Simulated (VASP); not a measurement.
# SiO2 (I-42d) in VASP: single point with PBEsol

Aim: the single point of SiO2 with PBEsol.

All numbers are computed with VASP 6.6.1; they aren't measurements. Logs are shortened: lines on timing, memory, paths and dates and some standing lists are left out, and cuts for length are marked.

## Step 1: The cell of the first run

The structure is tetragonal, space group I-42d (No. 122). Conventional cell: a = 4.748 Å, b = 4.748 Å, c = 7.488 Å, α = 90.00°, β = 90.00°, γ = 90.00°. Si (site symmetry -4) has 4 O at 1.62 Å within 2.2 Å. Within 2.2 Å of O (site symmetry 2) lie 2 Si at 1.62 Å.

## Step 2: Single point, PBEsol

Contents of INCAR:

```
SYSTEM = SiO2
PREC = Accurate
ENCUT = 520
EDIFF = 1E-6
ISMEAR = 0
SIGMA = 0.01
LREAL = .False.
LASPH = .True.
NELM = 100
ALGO = Normal
ISIF = 2
LWAVE = .False.
LCHARG = .False.
GGA = PS
NBANDS = 25
```

Contents of KPOINTS:

```
regular mesh
0
Gamma
  6 6 6
  0 0 0
```

Contents of POSCAR:

```
SiO2
1.0
   -2.3740500000      2.3740500000      3.7440000000
    2.3740500000     -2.3740500000      3.7440000000
    2.3740500000      2.3740500000     -3.7440000000
Si O
2 4
Direct
    0.0000000000      0.0000000000      0.0000000000
    0.7500000000      0.2500000000      0.5000000000
    0.9983800000      0.6250000000      0.8733800000
    0.3750000000      0.2483800000      0.3733800000
    0.7516200000      0.1250000000      0.1266200000
    0.8750000000      0.0016200000      0.6266200000
```

Potentials or basis: VASP PAW PBE potentials, release 64 (Si, O).

Command:

```console
> cat potpaw_PBE.64/Si/POTCAR potpaw_PBE.64/O/POTCAR > POTCAR
> mpirun -np 1 vasp_std > vasp.out
```

OUTCAR:

```text
SYSTEM = SiO2
   PREC = Accurate
   ENCUT = 520
   EDIFF = 1E-6
   ISMEAR = 0
   LREAL = .False.
   LASPH = .True.
   NELM = 100
   ISIF = 2
   GGA = PS

 ion  position               nearest neighbor table
   1  0.000  0.000  0.000-   3 1.62   4 1.62   5 1.62   6 1.62   2 3.02   2 3.02   2 3.02   2 3.02

   2  0.750  0.250  0.500-   3 1.62   4 1.62   5 1.62   6 1.62   1 3.02   1 3.02   1 3.02   1 3.02

   3  0.998  0.625  0.873-   1 1.62   2 1.62
   4  0.375  0.248  0.373-   1 1.62   2 1.62
   5  0.752  0.125  0.127-   1 1.62   2 1.62
   6  0.875  0.002  0.627-   1 1.62   2 1.62

  LATTYP: Found a body centered tetragonal cell.
 ALAT       =     4.7481000000
 C/A-ratio  =     1.5770518734

  Lattice vectors:

 A1 = (  -2.3740500000,   2.3740500000,   3.7440000000)
 A2 = (   2.3740500000,  -2.3740500000,   3.7440000000)
 A3 = (   2.3740500000,   2.3740500000,  -3.7440000000)

Analysis of symmetry for initial positions (statically):
=====================================================================
 Subroutine PRICEL returns:
 Original cell was already a primitive cell.

 Routine SETGRP: Setting up the symmetry group for a
 body centered tetragonal supercell.

 Subroutine GETGRP returns: Found  8 space group operations
 (whereof  4 operations were pure point group operations)
 out of a pool of 16 trial point group operations.

The static configuration has the point symmetry S_4 .
 The point group associated with its full space group is D_2d.

Analysis of symmetry for dynamics (positions and initial velocities):
=====================================================================
 Subroutine PRICEL returns:
 Original cell was already a primitive cell.

 Routine SETGRP: Setting up the symmetry group for a
 body centered tetragonal supercell.

 Subroutine GETGRP returns: Found  8 space group operations
 (whereof  4 operations were pure point group operations)
 out of a pool of 16 trial point group operations.

The dynamic configuration has the point symmetry S_4 .
 The point group associated with its full space group is D_2d.

 Subroutine INISYM returns: Found  8 space group operations
 (whereof  4 operations are pure point group operations),
 and found     1 'primitive' translations

----------------------------------------------------------------------------------------

                                     Primitive cell
[... 95 lines left out ...]
   LSORBIT =      F    spin-orbit coupling
   LASPH  =      T    aspherical Exc in radial PAW
   ENCUT  =  520.0 eV  38.22 Ry    6.18 a.u.   9.35  9.35  9.35*2*pi/ulx,y,z
   NELM   =    100;   NELMIN=  2; NELMDL= -5     # of ELM steps
   EDIFF  = 0.1E-05   stopping-criterion for ELM
   LREAL  =      F    real-space projection
   EDIFFG = 0.1E-04   stopping-criterion for IOM
   NSW    =      0    number of steps for IOM
   IBRION =     -1    ionic relax: 0-MD 1-quasi-New 2-CG
   NFREE  =      0    steps in history (QN), initial steepest desc. (CG)
   ISIF   =      2    stress and relaxation
   ISYM   =      2    0-nonsym 1-usesym 2-fastsym
   POTIM  = 0.5000    time-step for ionic-motion
   TEBEG  =    0.0;   TEEND  =   0.0 temperature during run
   PSTRESS=    0.0 pullay stress
   NELECT =      32.0000    total number of electrons
   NUPDOWN=      -1.0000    fix difference up-down
   EMIN   =  10.00;   EMAX   =-10.00  energy-range for DOS
   EFERMI =   0.00;   METHOD = LEGACY
   ISMEAR =     0;   SIGMA  =   0.01  broadening in eV -4-tet -1-fermi 0-gaus
   EFERMI_NEDOS =   21; number of points for ismear=-14 and -15
   IALGO  =     38    algorithm
   IMIX   =      4    mixing-type and parameters
     AMIX     =   0.40;   BMIX     =  1.00
     AMIX_MAG =   1.60;   BMIX_MAG =  1.00
  volume/ion in A,a.u.               =      14.07        94.93
  Fermi-wavevector in a.u.,A,eV,Ry     =   1.184858  2.239057 19.101062  1.403888
  Thomas-Fermi vector in A             =   2.321064
   LORBIT       =      0    0 simple, 1 ext, 2 COOP (PROOUT), +10 PAW based schemes
   GGA     = PS    functional components
   LHFCALC =     F    Hartree Fock is set to
   AEXX    =    0.0000 exact exchange contribution
   IVDW    =     0    specifies the selected vdW correction
   LEPSILON=     F    determine dielectric tensor
   LRPA    =     F    only Hartree local field effects (RPA)
 non-spin polarized calculation
 Gauss-broadening in eV      SIGMA  =   0.01
  energy-cutoff  :      520.00
  volume of cell :       84.41
 maximum number of plane-waves:      2317
 NGX is ok and might be reduce to    40
   NGX = 19   NGY = 19   NGZ = 19

 number of electron      32.0000012 magnetization

 Free energy of the ion-electron system (eV)
  ---------------------------------------------------
  ext. energy  EPLUGINS =         0.00000000
  ---------------------------------------------------
  free energy    TOTEN  =       -49.29778478 eV

  energy without entropy =      -49.29778478  energy(sigma->0) =      -49.29778478

 E-fermi :  -0.1448     XC(G=0):  -8.7113

 val. band max:       -0.1983759698   @ k =   0.0000   0.0000   0.0000
 cond. band min:       5.7744683136   @ k =   0.0000   0.0000   0.0000
 fundamental gap:      5.9728442834
 Fermi energy:        -0.1448446220

 k-point     1 :       0.0000    0.0000    0.0000
  band No.  band energies     occupation
      1     -19.2426      2.00000
      2     -17.0967      2.00000
      3     -17.0760      2.00000
      4     -17.0760      2.00000
      5      -9.0179      2.00000
      6      -5.4897      2.00000
[... 661 lines left out ...]
     24      13.2580      0.00000
     25      13.8583      0.00000

 [... further k-points ...]
[... 5 lines left out ...]
  --------------------------------------------------------------------------------------
  -------------------------------------------------------------------------------------
  Total        1.2082431      1.2082431      0.1891564      0.0000000      0.0000000      0.0000000
  in kB       22.9345046     22.9345046      3.5905099      0.0000000      0.0000000      0.0000000
  external PRESSURE =      16.4865064 kB  Pullay stress =       0.0000000 kB

 VOLUME and BASIS-vectors are now :
 -----------------------------------------------------------------------------
  energy-cutoff  :      520.00
  volume of cell :       84.41
      direct lattice vectors                 reciprocal lattice vectors
    -2.374050000  2.374050000  3.744000000     0.000000000  0.210610560  0.133547009
     2.374050000 -2.374050000  3.744000000     0.210610560  0.000000000  0.133547009
     2.374050000  2.374050000 -3.744000000     0.210610560  0.210610560  0.000000000

 POSITION                                       TOTAL-FORCE (eV/Angst)
 -----------------------------------------------------------------------------------
      0.00000      0.00000      0.00000         0.000000     -0.000000      0.000000
      0.00000      2.37405      1.87200         0.000000     -0.000000     -0.000000
      1.18702      2.95987      2.80800         0.000000      0.026518      0.000000
      0.58582      1.18702      0.93600         0.026518     -0.000000      0.000000
     -1.18702      1.78823      2.80800         0.000000     -0.026518      0.000000
     -0.58582      3.56107      0.93600        -0.026518     -0.000000      0.000000
 -----------------------------------------------------------------------------------
    total drift:                                0.000002      0.000002      0.000002

  FREE ENERGIE OF THE ION-ELECTRON SYSTEM (eV)
  ---------------------------------------------------
  free  energy   TOTEN  =       -49.2977847781 eV

  energy  without entropy=      -49.2977847781  energy(sigma->0) =      -49.29778478
```

It took 70 s on 1 thread of Intel Xeon 6975P-C, shared host; peak memory 0.25 GiB.

What came out:

* Free energy: -49.2978 eV
* Pressure: 1.6 GPa
* Largest force: 0.027 eV/Å
* Band gap on the k mesh: 5.97 eV, direct

Forces in eV/Å, atoms in the order of the input:
```
Si   0.000  0.000  0.000
Si   0.000  0.000  0.000
O    0.000  0.027  0.000
O    0.027  0.000  0.000
O    0.000 -0.027  0.000
O   -0.027  0.000  0.000
```

Caveat: the PAW data sets were made with another functional, which shifts forces and pressure a little.
